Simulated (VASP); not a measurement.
# Sn (Fd-3m) in VASP: further runs

The runs below take Sn through single point, with PBE-based screened hybrid with 25 % exact exchange, LDA.

Everything below comes from runs of VASP 6.6.1. Logs are shortened: lines on timing, memory, paths and dates and some standing lists are left out, and cuts for length are marked.

### Step 1. The cell of the first run

Symmetry: Fd-3m, No. 227, cubic system. The conventional cell has a = 6.594 Å, b = 6.594 Å, c = 6.594 Å, α = 90.00°, β = 90.00°, γ = 90.00°. Within 3.8 Å of Sn (site symmetry -43m) lie 4 Sn at 2.86 Å.

This isn't the form of Sn at room conditions, which is tetragonal (white tin).

### Step 2. Single point, PBE-based screened hybrid with 25 % exact exchange

The input, POSCAR:

```
Sn
1.0
    0.0000000000      3.2970846288      3.2970846288
    3.2970846288      0.0000000000      3.2970846288
    3.2970846288      3.2970846288      0.0000000000
Sn
2
Direct
    0.7500000000      0.7500000000      0.7500000000
    0.5000000000      0.5000000000      0.5000000000
```

The input, INCAR.step1:

```
SYSTEM = Sn
PREC = Accurate
ENCUT = 520
EDIFF = 1E-5
ISMEAR = -1
SIGMA = 0.05
LREAL = .FALSE.
LASPH = .TRUE.
NELM = 100
ALGO = Normal
ISIF = 2
LWAVE = .TRUE.
LCHARG = .FALSE.
NBANDS = 21
GGA = PE
```

The input, INCAR.step2:

```
SYSTEM = Sn
PREC = Accurate
ENCUT = 520
EDIFF = 1E-6
ISMEAR = -1
SIGMA = 0.05
LREAL = .FALSE.
LASPH = .TRUE.
NELM = 100
ALGO = Normal
ISIF = 2
LWAVE = .FALSE.
LCHARG = .FALSE.
GGA = PE
LHFCALC = .TRUE.
AEXX = 0.25
HFSCREEN = 0.3
PRECFOCK = Normal
NBANDS = 21
ISTART = 1
```

The input, KPOINTS:

```
Automatic mesh
0
G
  4 4 4
  0 0 0
```

Potentials or basis: VASP PAW PBE potentials, release 64 (Sn_d).

The run is started by

```sh
$ cat potpaw_PBE.64/Sn_d/POTCAR > POTCAR
$ cp INCAR.step1 INCAR
$ mpirun -np 1 vasp_std > vasp.out
$ cp INCAR.step2 INCAR
$ mpirun -np 1 vasp_std > vasp.out
```

OUTCAR:

```text
SYSTEM = Sn
   PREC = Accurate
   ENCUT = 520
   EDIFF = 1E-6
   ISMEAR = -1
   LREAL = .FALSE.
   LASPH = .TRUE.
   NELM = 100
   ISIF = 2
   GGA = PE
   LHFCALC = .TRUE.
   AEXX = 0.25
   HFSCREEN = 0.3
   PRECFOCK = Normal
   ISTART = 1

 ion  position               nearest neighbor table
   1  0.750  0.750  0.750-   2 2.86   2 2.86   2 2.86   2 2.86
   2  0.500  0.500  0.500-   1 2.86   1 2.86   1 2.86   1 2.86

  LATTYP: Found a face centered cubic cell.
 ALAT       =     6.5941692576

  Lattice vectors:

 A1 = (   0.0000000000,   3.2970846288,   3.2970846288)
 A2 = (   3.2970846288,   0.0000000000,   3.2970846288)
 A3 = (   3.2970846288,   3.2970846288,   0.0000000000)

Analysis of symmetry for initial positions (statically):
=====================================================================
 Subroutine PRICEL returns:
 Original cell was already a primitive cell.

 Routine SETGRP: Setting up the symmetry group for a
 face centered cubic supercell.

 Subroutine GETGRP returns: Found 48 space group operations
 (whereof 24 operations were pure point group operations)
 out of a pool of 48 trial point group operations.

The static configuration has the point symmetry T_d .
 The point group associated with its full space group is O_h .

Analysis of symmetry for dynamics (positions and initial velocities):
=====================================================================
 Subroutine PRICEL returns:
 Original cell was already a primitive cell.

 Routine SETGRP: Setting up the symmetry group for a
 face centered cubic supercell.

 Subroutine GETGRP returns: Found 48 space group operations
 (whereof 24 operations were pure point group operations)
 out of a pool of 48 trial point group operations.

The dynamic configuration has the point symmetry T_d .
 The point group associated with its full space group is O_h .

 Subroutine INISYM returns: Found 48 space group operations
 (whereof 24 operations are pure point group operations),
 and found     1 'primitive' translations

----------------------------------------------------------------------------------------

                                     Primitive cell

  volume of cell :      71.6837

[... 71 lines left out ...]
   EDIFF  = 0.1E-05   stopping-criterion for ELM
   LREAL  =      F    real-space projection
   EDIFFG = 0.1E-04   stopping-criterion for IOM
   NSW    =      0    number of steps for IOM
   IBRION =     -1    ionic relax: 0-MD 1-quasi-New 2-CG
   NFREE  =      0    steps in history (QN), initial steepest desc. (CG)
   ISIF   =      2    stress and relaxation
   ISYM   =      3    0-nonsym 1-usesym 2-fastsym
   POTIM  = 0.5000    time-step for ionic-motion
   TEBEG  =    0.0;   TEEND  =   0.0 temperature during run
   PSTRESS=    0.0 pullay stress
   NELECT =      28.0000    total number of electrons
   NUPDOWN=      -1.0000    fix difference up-down
   EMIN   =  10.00;   EMAX   =-10.00  energy-range for DOS
   EFERMI =   0.00;   METHOD = LEGACY
   ISMEAR =    -1;   SIGMA  =   0.05  broadening in eV -4-tet -1-fermi 0-gaus
   EFERMI_NEDOS =   21; number of points for ismear=-14 and -15
   IALGO  =     38    algorithm
   IMIX   =      1    mixing-type and parameters
     AMIX     =   0.40;   BMIX     =  1.00
     AMIX_MAG =   1.60;   BMIX_MAG =  1.00
  volume/ion in A,a.u.               =      35.84       241.87
  Fermi-wavevector in a.u.,A,eV,Ry     =   1.196706  2.261446 19.484970  1.432105
  Thomas-Fermi vector in A             =   2.332639
   LORBIT       =      0    0 simple, 1 ext, 2 COOP (PROOUT), +10 PAW based schemes
   GGA     = PE    functional components
   LHFCALC =     T    Hartree Fock is set to
   PRECFOCK=normal    Normal, Fast or Accurate (Low or Medium for compatibility)
   ENCUT4O =  -1.0   cutoff for four orbital integrals eV
   NKREDX  =     1    reduce k-point grid by
   NKREDY  =     1    reduce k-point grid by
   NKREDZ  =     1    reduce k-point grid by
   AEXX    =    0.2500 exact exchange contribution
   HFSCREEN=    0.3000 screening length (either q_TF or 0.3 A-1)
   HFSCREENC=   0.3000 screening length for correlation (either q_TF or 0.3 A-1)
   ENCUTFOCK=  -1.0 apply spherical cutoff to Coloumb kernel
   IVDW    =     0    specifies the selected vdW correction
   LEPSILON=     F    determine dielectric tensor
   LRPA    =     F    only Hartree local field effects (RPA)
 non-spin polarized calculation
  energy-cutoff  :      520.00
  volume of cell :       71.68
 maximum number of plane-waves:      1964
 NGX is ok and might be reduce to    36
  NGX = 28; NGY = 28; NGZ = 28

 number of electron      27.9999988 magnetization

 Free energy of the ion-electron system (eV)
  ---------------------------------------------------
  ext. energy  EPLUGINS =         0.00000000
  ---------------------------------------------------
  free energy    TOTEN  =        -8.57085999 eV

  energy without entropy =       -8.56661799  energy(sigma->0) =       -8.56873899

 E-fermi :   5.0733     XC(G=0):  -7.3651

 val. band max:        5.0509786177   @ k =   0.0000   0.0000   0.0000
 cond. band min:       5.2287957666   @ k =   0.5000   0.0000   0.0000
 fundamental gap:      0.1778171489
 Fermi energy:         5.0732765997

 k-point     1 :       0.0000    0.0000    0.0000
  band No.  band energies     occupation
      1     -18.6034      2.00000
      2     -18.6034      2.00000
      3     -18.6034      2.00000
      4     -18.5499      2.00000
      5     -18.5499      2.00000
      6     -18.2694      2.00000
[... 181 lines left out ...]
     20      14.4889      0.00000
     21      15.7111      0.00000

------------------------ aborting loop because EDIFF is reached ----------------------------------------

  FORCE on cell =-STRESS in cart. coord.  units (eV):
  Direction    XX          YY          ZZ          XY          YZ          ZX
  --------------------------------------------------------------------------------------
  -------------------------------------------------------------------------------------
  Total       -0.0099016     -0.0099016     -0.0099016     -0.0000000      0.0000000     -0.0000000
  in kB       -0.2213073     -0.2213073     -0.2213073     -0.0000000      0.0000000     -0.0000000
  external PRESSURE =      -0.2213073 kB  Pullay stress =       0.0000000 kB

 VOLUME and BASIS-vectors are now :
 -----------------------------------------------------------------------------
  energy-cutoff  :      520.00
  volume of cell :       71.68
      direct lattice vectors                 reciprocal lattice vectors
     0.000000000  3.297084629  3.297084629    -0.151649125  0.151649125  0.151649125
     3.297084629  0.000000000  3.297084629     0.151649125 -0.151649125  0.151649125
     3.297084629  3.297084629  0.000000000     0.151649125  0.151649125 -0.151649125

 POSITION                                       TOTAL-FORCE (eV/Angst)
 -----------------------------------------------------------------------------------
      4.94563      4.94563      4.94563        -0.000000     -0.000000     -0.000000
      3.29708      3.29708      3.29708         0.000000      0.000000      0.000000
 -----------------------------------------------------------------------------------
    total drift:                               -0.000000      0.000000      0.000000

  FREE ENERGIE OF THE ION-ELECTRON SYSTEM (eV)
  ---------------------------------------------------
  free  energy   TOTEN  =        -8.5708599854 eV

  energy  without entropy=       -8.5666179906  energy(sigma->0) =       -8.56873899
```

Wall time 27 min (1 thread of Intel Xeon Platinum 8259CL at 2.50GHz (Skylake/Cascade Lake), shared host); peak memory 0.32 GiB.

What came out:

```
Free energy            : -8.5709 eV
Pressure               : 0.0 GPa
Band gap on the k mesh : zero (filled and empty bands touch)
```

Caveat: the k points lie up to 0.41 Å⁻¹ apart; the PAW data sets were made with another functional, which shifts forces and pressure a little; spin-orbit coupling is left out, which moves the levels of the heavy elements.

### Step 3. Single point, LDA

This run uses another cell than the first one, of 33.80 Å³/atom.

The input, INCAR:

```
PREC = Accurate ; ENCUT = 520
EDIFF = 1E-6 ; ISMEAR = -1
SIGMA = 0.05 ; LREAL = F
LASPH = T ; NELM = 80
ALGO = Normal ; ISIF = 2
LWAVE = F ; LCHARG = F
GGA = CA ; NBANDS = 21
```

The input, KPOINTS:

```
regular mesh
0
Gamma
  7 7 7
```

The input, POSCAR:

```
Sn
1.0
    0.0000000000      3.2333428000      3.2333428000
    3.2333428000      0.0000000000      3.2333428000
    3.2333428000      3.2333428000      0.0000000000
Sn
2
Direct
    0.7500000000      0.7500000000      0.7500000000
    0.5000000000      0.5000000000      0.5000000000
```

Potentials or basis: VASP PAW LDA potentials, release 64 (Sn_d).

The run is started by

```sh
$ cat potpaw_LDA.64/Sn_d/POTCAR > POTCAR
$ mpirun -np 1 vasp_std > vasp.out
```

Wall time 17 s (1 thread of Intel Xeon 8259CL, shared host); peak memory 0.17 GiB.

The run converged. Its results:

| Property | Result |
| --- | --- |
| Free energy | -8.9255 eV |
| Pressure | 0.2 GPa |
| Band gap on the k mesh | zero (bands 14 and 15 overlap by 0.14 eV) |

Levels at points of the mesh, in eV from the Fermi level:
| k point | band 10 | band 11 | band 12 | band 13 | band 14 | band 15 | band 16 | band 17 | band 18 | band 19 |
| --- | --- | --- | --- | --- | --- | --- | --- | --- | --- | --- |
| (0.00, 0.00, 0.00) | -21.15 | -10.63 | -0.63 | 0.18 | 0.18 | 0.18 | 2.24 | 2.24 | 2.24 | 4.95 |

Caveat: spin-orbit coupling is left out, which moves the levels of the heavy elements.

The gap in the log of VASP goes by the Fermi energy; the results here count the filled bands.